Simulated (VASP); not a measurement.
Set up this calculation in VASP 6.6.1, as the native input.

```
Task                   : single point
Functional             : r2SCAN
Potentials or basis    : VASP PAW PBE potentials, release 64 (Nb_sv)
Cutoff                 : 520 eV
k mesh                 : 20 × 20 × 20
Occupations            : gaussian, width 0.15 eV
Spin                   : no spin polarisation
Dipole correction      : no
Further INCAR settings : ALGO = Normal; EDIFF = 1e-06; NBANDS = 12
```

The system is Nb.

```xyz
1
Lattice="-1.5808 1.5808 1.7055 1.5808 -1.5808 1.7055 1.5808 1.5808 -1.7055" Properties=species:S:1:pos:R:3 pbc="T T T"
Nb    0.0000    0.0000    0.0000
```

This cell differs from its parent crystal: strain -0.050 along x and y, +0.025 along z.

The input as run:

POSCAR

```
Nb
1.0
   -1.5807525000      1.5807525000      1.7055487500
    1.5807525000     -1.5807525000      1.7055487500
    1.5807525000      1.5807525000     -1.7055487500
Nb
1
Direct
    0.0000000000      0.0000000000      0.0000000000
```

INCAR.step1

```
PREC = Accurate
ENCUT = 520
ISMEAR = 0
SIGMA = 0.15
LREAL = F
LASPH = T
NELM = 100
NBANDS = 12
GGA = PE
ALGO = Normal
EDIFF = 1E-4
LWAVE = T
LCHARG = F
```

INCAR.step2

```
PREC = Accurate
ENCUT = 520
EDIFF = 1E-6
ISMEAR = 0
SIGMA = 0.15
LREAL = F
LASPH = T
NELM = 100
ALGO = Normal
ISIF = 2
LWAVE = F
LCHARG = F
METAGGA = R2SCAN
LMIXTAU = T
NBANDS = 12
ISTART = 1
```

KPOINTS

```
regular mesh
0
Gamma
  20 20 20
```

Potentials or basis: VASP PAW PBE potentials, release 64 (Nb_sv).

Launch:

```sh
$ cat potpaw_PBE.64/Nb_sv/POTCAR > POTCAR
$ cp INCAR.step1 INCAR
$ mpirun -np 1 vasp_std > vasp.out
$ cp INCAR.step2 INCAR
$ mpirun -np 1 vasp_std > vasp.out
```

It gave:

```json
{
 "Pressure": "11.0 GPa"
}
```

Caveat: the cell differs from its parent crystal (strain -0.050 along x and y, +0.025 along z); the PAW data sets were made with another functional, which shifts forces and pressure a little.

Run time: 2.4 min on 1 thread of Intel(R) Xeon(R) 6975P-C (Granite Rapids) (shared host), peak memory 0.25 GiB.
